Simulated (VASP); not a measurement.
# SnSe (P1) in VASP: further runs

SnSe is run at these levels: LDA; tasks: single point.

Program: VASP 6.6.1. These are calculated values, not measurements. Logs are shortened: lines on timing, memory, paths and dates and some standing lists are left out, and cuts for length are marked.

## (1) The cell of the first run

The typed cell holds 2 atoms: a = 4.257 Å, b = 4.257 Å, c = 4.257 Å, α = 60.00°, β = 60.00°, γ = 60.00°.

## (2) Single point, LDA

Input file INCAR:

```
SYSTEM = SnSe
PREC = Accurate
ENCUT = 500
EDIFF = 1E-6
ISMEAR = 0
SIGMA = 0.01
LREAL = .False.
LASPH = .True.
NELM = 120
ALGO = Normal
ISIF = 2
LWAVE = .False.
LCHARG = .True.
LELF = .True.
LVHAR = .True.
NBANDS = 17
GGA_COMPAT = .False.
```

Input file KPOINTS:

```
Automatic mesh
0
Gamma
  4 4 4
  0 0 0
```

Input file POSCAR:

```
SnSe
1.0
    0.0000000000      3.0100000000      3.0100000000
    3.0100000000      0.0000000000      3.0100000000
    3.0100000000      3.0100000000      0.0000000000
Sn Se
1 1
Direct
   -0.0118496937      0.0068605412     -0.0024977051
    0.5080990229      0.4863716837      0.5055777877
```

Potentials or basis: VASP PAW LDA potentials, release 64 (Sn_d, Se).

Launch:

```sh
> cat potpaw_LDA.64/Sn_d/POTCAR potpaw_LDA.64/Se/POTCAR > POTCAR
> mpirun -np 1 vasp_std > vasp.out
```

OUTCAR:

```text
SYSTEM = SnSe
   PREC = Accurate
   ENCUT = 500
   EDIFF = 1E-6
   ISMEAR = 0
   LREAL = .False.
   LASPH = .True.
   NELM = 120
   ISIF = 2

 ion  position               nearest neighbor table
   1  0.988  0.007  0.998-   2 2.93   2 2.97   2 3.01   2 3.01   2 3.05   2 3.09
   2  0.508  0.486  0.506-   1 2.93   1 2.97   1 3.01   1 3.01   1 3.05   1 3.09

  LATTYP: Found a face centered cubic cell.
 ALAT       =     6.0200000000

  Lattice vectors:

 A1 = (   0.0000000000,   3.0100000000,   3.0100000000)
 A2 = (   3.0100000000,   0.0000000000,   3.0100000000)
 A3 = (   3.0100000000,   3.0100000000,   0.0000000000)

Analysis of symmetry for initial positions (statically):
=====================================================================
 Subroutine PRICEL returns:
 Original cell was already a primitive cell.

 Routine SETGRP: Setting up the symmetry group for a
 face centered cubic supercell.

 Subroutine GETGRP returns: Found  1 space group operations
 (whereof  1 operations were pure point group operations)
 out of a pool of 48 trial point group operations.

The static configuration has the point symmetry C_1 .

Analysis of symmetry for dynamics (positions and initial velocities):
=====================================================================
 Subroutine PRICEL returns:
 Original cell was already a primitive cell.

 Routine SETGRP: Setting up the symmetry group for a
 face centered cubic supercell.

 Subroutine GETGRP returns: Found  1 space group operations
 (whereof  1 operations were pure point group operations)
 out of a pool of 48 trial point group operations.

The dynamic configuration has the point symmetry C_1 .

 Subroutine INISYM returns: Found  1 space group operations
 (whereof  1 operations are pure point group operations),
 and found     1 'primitive' translations

----------------------------------------------------------------------------------------

                                     Primitive cell

  volume of cell :      54.5418

  direct lattice vectors                    reciprocal lattice vectors
     0.000000000  3.010000000  3.010000000    -0.166112957  0.166112957  0.166112957
     3.010000000  0.000000000  3.010000000     0.166112957 -0.166112957  0.166112957
     3.010000000  3.010000000  0.000000000     0.166112957  0.166112957 -0.166112957

  length of vectors
     4.256782823  4.256782823  4.256782823     0.287716081  0.287716081  0.287716081

  position of ions in fractional coordinates (direct lattice)
     0.988150306  0.006860541  0.997502295
     0.508099023  0.486371684  0.505577788

  ion indices of the primitive-cell ions
   primitive index   ion index
                 1           1
                 2           2

----------------------------------------------------------------------------------------

 KPOINTS: Automatic mesh

Automatic generation of k-mesh.
 Grid dimensions read from file:
 generate k-points for:    4    4    4

 Generating k-lattice:

  Cartesian coordinates                     Fractional coordinates (reciprocal lattice)
    -0.041528239  0.041528239  0.041528239     0.250000000  0.000000000  0.000000000
     0.041528239 -0.041528239  0.041528239     0.000000000  0.250000000  0.000000000
     0.041528239  0.041528239 -0.041528239     0.000000000  0.000000000  0.250000000

  Length of vectors
     0.071929020  0.071929020  0.071929020

  Shift w.r.t. Gamma in fractional coordinates (k-lattice)
     0.000000000  0.000000000  0.000000000

 Subroutine IBZKPT returns following result:
 ===========================================

 Found     36 irreducible k-points:

 Following reciprocal coordinates:
            Coordinates               Weight
  0.000000  0.000000  0.000000      1.000000
  0.250000  0.000000  0.000000      2.000000
  0.000000  0.250000  0.000000      2.000000
  0.000000  0.000000  0.250000      2.000000
  0.250000  0.250000  0.250000      2.000000
  0.500000  0.000000  0.000000      1.000000
[... 16 lines left out ...]
  0.250000  0.500000  0.500000      2.000000
  0.500000  0.000000  0.250000      2.000000
 [... further k-points ...]
   k-points           NKPTS =     36   k-points in BZ     NKDIM =     36   number of bands    NBANDS=     17
   number of dos      NEDOS =    301   number of ions     NIONS =      2
   total plane-waves  NPLWV =  32768
   dimension x,y,z NGX =    32 NGY =   32 NGZ =   32
   dimension x,y,z NGXF=    64 NGYF=   64 NGZF=   64
   ions per type =               1   1
   NGX,Y,Z   is equivalent  to a cutoff of  12.50, 12.50, 12.50 a.u.
   NGXF,Y,Z  is equivalent  to a cutoff of  24.99, 24.99, 24.99 a.u.
 SYSTEM =  SnSe
   PREC   = accura    normal or accurate (medium, high low for compatibility)
   ISTART =      0    job   : 0-new  1-cont  2-samecut
   ICHARG =      2    charge: 1-file 2-atom 10-const
   ISPIN  =      1    spin polarized calculation?
   LNONCOLLINEAR =      F non collinear calculations
   LSORBIT =      F    spin-orbit coupling
   LASPH  =      T    aspherical Exc in radial PAW
   ENCUT  =  500.0 eV  36.75 Ry    6.06 a.u.   7.76  7.76  7.76*2*pi/ulx,y,z
   NELM   =    120;   NELMIN=  2; NELMDL= -5     # of ELM steps
   EDIFF  = 0.1E-05   stopping-criterion for ELM
   LREAL  =      F    real-space projection
   EDIFFG = 0.1E-04   stopping-criterion for IOM
   NSW    =      0    number of steps for IOM
   IBRION =     -1    ionic relax: 0-MD 1-quasi-New 2-CG
   NFREE  =      0    steps in history (QN), initial steepest desc. (CG)
   ISIF   =      2    stress and relaxation
   ISYM   =      2    0-nonsym 1-usesym 2-fastsym
   POTIM  = 0.5000    time-step for ionic-motion
   TEBEG  =    0.0;   TEEND  =   0.0 temperature during run
   PSTRESS=    0.0 pullay stress
   NELECT =      20.0000    total number of electrons
   NUPDOWN=      -1.0000    fix difference up-down
   EMIN   =  10.00;   EMAX   =-10.00  energy-range for DOS
   EFERMI =   0.00;   METHOD = LEGACY
   ISMEAR =     0;   SIGMA  =   0.01  broadening in eV -4-tet -1-fermi 0-gaus
   EFERMI_NEDOS =   21; number of points for ismear=-14 and -15
   IALGO  =     38    algorithm
   IMIX   =      4    mixing-type and parameters
     AMIX     =   0.40;   BMIX     =  1.00
     AMIX_MAG =   1.60;   BMIX_MAG =  1.00
  volume/ion in A,a.u.               =      27.27       184.03
  Fermi-wavevector in a.u.,A,eV,Ry     =   1.171768  2.214321 18.681350  1.373040
  Thomas-Fermi vector in A             =   2.308207
   LORBIT       =      0    0 simple, 1 ext, 2 COOP (PROOUT), +10 PAW based schemes
   GGA     = CA    functional components
   LHFCALC =     F    Hartree Fock is set to
   AEXX    =    0.0000 exact exchange contribution
   IVDW    =     0    specifies the selected vdW correction
   LEPSILON=     F    determine dielectric tensor
   LRPA    =     F    only Hartree local field effects (RPA)
 non-spin polarized calculation
 Gauss-broadening in eV      SIGMA  =   0.01
  energy-cutoff  :      500.00
  volume of cell :       54.54
 maximum number of plane-waves:      1411
 NGX is ok and might be reduce to    32
   NGX = 15   NGY = 15   NGZ = 15

 number of electron      20.0000000 magnetization

 Free energy of the ion-electron system (eV)
  ---------------------------------------------------
  ext. energy  EPLUGINS =         0.00000000
  ---------------------------------------------------
  free energy    TOTEN  =        -9.53015726 eV

  energy without entropy =       -9.53015726  energy(sigma->0) =       -9.53015726

 E-fermi :   5.3736     XC(G=0):  -9.8965

 val. band max:        5.3150111551   @ k =   0.5000   0.5000   0.5000
 cond. band min:       5.9112727070   @ k =   0.5000   0.5000   0.5000
 fundamental gap:      0.5962615519
 Fermi energy:         5.3735688328

 k-point     1 :       0.0000    0.0000    0.0000
  band No.  band energies     occupation
      1     -16.1069      2.00000
      2     -16.1066      2.00000
      3     -16.1029      2.00000
      4     -16.1025      2.00000
      5     -16.1025      2.00000
      6      -8.5119      2.00000
[... 9 lines left out ...]
     16      11.3425      0.00000
     17      13.5762      0.00000

 k-point     2 :       0.2500    0.0000    0.0000
  band No.  band energies     occupation
      1     -16.1104      2.00000
      2     -16.1101      2.00000
      3     -16.1014      2.00000
      4     -16.0966      2.00000
      5     -16.0964      2.00000
      6      -8.1119      2.00000
[... 9 lines left out ...]
     16      12.6069      0.00000
     17      16.7908      0.00000

 k-point     3 :       0.0000    0.2500    0.0000
  band No.  band energies     occupation
      1     -16.1104      2.00000
      2     -16.1101      2.00000
      3     -16.1014      2.00000
      4     -16.0966      2.00000
      5     -16.0964      2.00000
      6      -8.1120      2.00000
[... 9 lines left out ...]
     16      12.6070      0.00000
     17      16.7306      0.00000

 k-point     4 :       0.0000    0.0000    0.2500
  band No.  band energies     occupation
      1     -16.1105      2.00000
      2     -16.1101      2.00000
      3     -16.1012      2.00000
      4     -16.0968      2.00000
      5     -16.0964      2.00000
      6      -8.1105      2.00000
[... 9 lines left out ...]
     16      12.6016      0.00000
     17      16.7118      0.00000
[... 343 lines left out ...]
      1     -16.1243      2.00000
      2     -16.1058      2.00000
      3     -16.1025      2.00000
      4     -16.0906      2.00000
      5     -16.0878      2.00000
      6      -7.4594      2.00000
[... 9 lines left out ...]
     16      16.0864      0.00000
     17      16.7918      0.00000

 k-point    23 :       0.2500    0.5000    0.5000
  band No.  band energies     occupation
      1     -16.1242      2.00000
      2     -16.1061      2.00000
      3     -16.1021      2.00000
      4     -16.0908      2.00000
      5     -16.0879      2.00000
      6      -7.4590      2.00000
[... 9 lines left out ...]
     16      16.0828      0.00000
     17      16.7690      0.00000

 k-point    24 :       0.5000    0.0000    0.2500
  band No.  band energies     occupation
      1     -16.1243      2.00000
      2     -16.1058      2.00000
      3     -16.1025      2.00000
      4     -16.0906      2.00000
      5     -16.0878      2.00000
      6      -7.4592      2.00000
[... 9 lines left out ...]
     16      16.0863      0.00000
     17      16.7892      0.00000

 [... further k-points ...]

------------------------ aborting loop because EDIFF is reached ----------------------------------------

  FORCE on cell =-STRESS in cart. coord.  units (eV):
  Direction    XX          YY          ZZ          XY          YZ          ZX
  --------------------------------------------------------------------------------------
  -------------------------------------------------------------------------------------
  Total       -1.5197148     -1.4585543     -1.5341504     -0.0098658     -0.0003531      0.0003795
  in kB      -44.6419532    -42.8453498    -45.0660034     -0.2898090     -0.0103710      0.0111473
  external PRESSURE =     -44.1844355 kB  Pullay stress =       0.0000000 kB

 VOLUME and BASIS-vectors are now :
 -----------------------------------------------------------------------------
  energy-cutoff  :      500.00
  volume of cell :       54.54
      direct lattice vectors                 reciprocal lattice vectors
     0.000000000  3.010000000  3.010000000    -0.166112957  0.166112957  0.166112957
     3.010000000  0.000000000  3.010000000     0.166112957 -0.166112957  0.166112957
     3.010000000  3.010000000  0.000000000     0.166112957  0.166112957 -0.166112957

 POSITION                                       TOTAL-FORCE (eV/Angst)
 -----------------------------------------------------------------------------------
      3.02313      5.97681      2.99498         0.018045     -0.045139      0.000801
      2.98577      3.05117      2.99336        -0.018045      0.045139     -0.000801
 -----------------------------------------------------------------------------------
    total drift:                               -0.000108     -0.000069      0.000071

  FREE ENERGIE OF THE ION-ELECTRON SYSTEM (eV)
  ---------------------------------------------------
  free  energy   TOTEN  =        -9.5301572622 eV

  energy  without entropy=       -9.5301572622  energy(sigma->0) =       -9.53015726
```

It took 8.8 s on 1 thread of Intel Xeon 6975P-C (Granite Rapids), shared host; peak memory 0.17 GiB.

Results:

| Property | Result |
| --- | --- |
| Free energy | -9.5302 eV |
| Pressure | -4.4 GPa |
| Largest force | 0.049 eV/Å |
| Band gap on the k mesh | 0.60 eV |

Forces in eV/Å, atoms in the order of the input:
```
Sn   0.018 -0.045  0.001
Se  -0.018  0.045 -0.001
```

Stress tensor (GPa, compression positive):
```
-4.46 -0.03  0.00
-0.03 -4.28  0.00
 0.00  0.00 -4.51
```

Caveat: the k points lie up to 0.45 Å⁻¹ apart; spin-orbit coupling is left out, which moves the levels of the heavy elements. A k mesh can miss the band edges.

## (3) Single point, LDA

Input file INCAR:

```
ALGO     = Normal         # electronic algorithm
EDIFF    = 1E-6           # SCF threshold, eV
ENCUT    = 500            # plane-wave cutoff, eV
GGA      = CA             # functional
GGA_COMPAT= False        
ISIF     = 2              # what is computed and relaxed
ISMEAR   = 0              # smearing method
LASPH    = True           # aspherical terms in the spheres
LCHARG   = False          # write CHGCAR
LREAL    = False          # projectors in reciprocal space
LWAVE    = False          # write WAVECAR
NBANDS   = 17             # bands
NELM     = 120            # most SCF steps
PREC     = Accurate       # precision mode
SIGMA    = 0.01           # smearing width, eV
```

Input file KPOINTS:

```
k-points
0
Gamma
  4 4 4
```

Input file POSCAR:

```
SnSe
1.0
    0.0000000000      3.0100000000      3.0100000000
    3.0100000000      0.0000000000      3.0100000000
    3.0100000000      3.0100000000      0.0000000000
Sn Se
1 1
Direct
   -0.0124989675      0.0075263460     -0.0027820083
    0.5087481177      0.4857060581      0.5058619925
```

Potentials or basis: VASP PAW LDA potentials, release 64 (Sn_d, Se).

Launch:

```sh
> cat potpaw_LDA.64/Sn_d/POTCAR potpaw_LDA.64/Se/POTCAR > POTCAR
> mpirun -np 1 vasp_std > vasp.out
```

Run time: 8.2 s. Hardware: 1 thread of Intel Xeon 6975P-C (Granite Rapids), shared host; peak memory 0.16 GiB.

Results (log left out):

```
Free energy            : -9.5305 eV
Pressure               : -4.4 GPa
Largest force          : 0.050 eV/Å
Band gap on the k mesh : 0.60 eV
```

Forces in eV/Å, atoms in the order of the input:
```
Sn   0.018 -0.046  0.001
Se  -0.018  0.046 -0.001
```

Stress tensor (GPa, compression positive):
```
-4.45 -0.03  0.00
-0.03 -4.24  0.00
 0.00  0.00 -4.50
```

Levels at points of the mesh, in eV from the valence-band top:
| k point | band 6 | band 7 | band 8 | band 9 | band 10 | band 11 | band 12 | band 13 | band 14 | band 15 |
| --- | --- | --- | --- | --- | --- | --- | --- | --- | --- | --- |
| (0.00, 0.00, 0.00) | -13.83 | -5.10 | -2.13 | -2.10 | -2.10 | 4.24 | 4.24 | 4.33 | 5.96 | 6.03 |
| (0.50, 0.00, 0.00) | -12.91 | -8.00 | -1.89 | -1.86 | -0.05 | 0.64 | 1.29 | 1.33 | 8.21 | 10.17 |
| (0.00, 0.50, 0.00) | -12.91 | -8.00 | -1.89 | -1.86 | -0.05 | 0.64 | 1.29 | 1.33 | 8.21 | 10.18 |
| (0.00, 0.00, 0.50) | -12.90 | -8.02 | -1.89 | -1.87 | 0.00 | 0.60 | 1.31 | 1.34 | 8.22 | 10.14 |
| (0.50, 0.50, 0.50) | -12.90 | -8.02 | -1.89 | -1.87 | 0.00 | 0.60 | 1.31 | 1.34 | 8.22 | 10.14 |
| (0.50, 0.50, 0.00) | -12.63 | -6.02 | -5.39 | -3.57 | -3.53 | 3.01 | 5.35 | 5.41 | 5.94 | 10.59 |
| (0.00, 0.50, 0.50) | -12.63 | -6.05 | -5.36 | -3.55 | -3.55 | 3.02 | 5.36 | 5.39 | 5.94 | 10.59 |
| (0.50, 0.00, 0.50) | -12.62 | -6.15 | -5.26 | -3.56 | -3.55 | 3.07 | 5.34 | 5.35 | 5.96 | 10.59 |

Caveat: the k points lie up to 0.45 Å⁻¹ apart; spin-orbit coupling is left out, which moves the levels of the heavy elements. A k mesh can miss the band edges.

(Continued in part 2 of 2.)
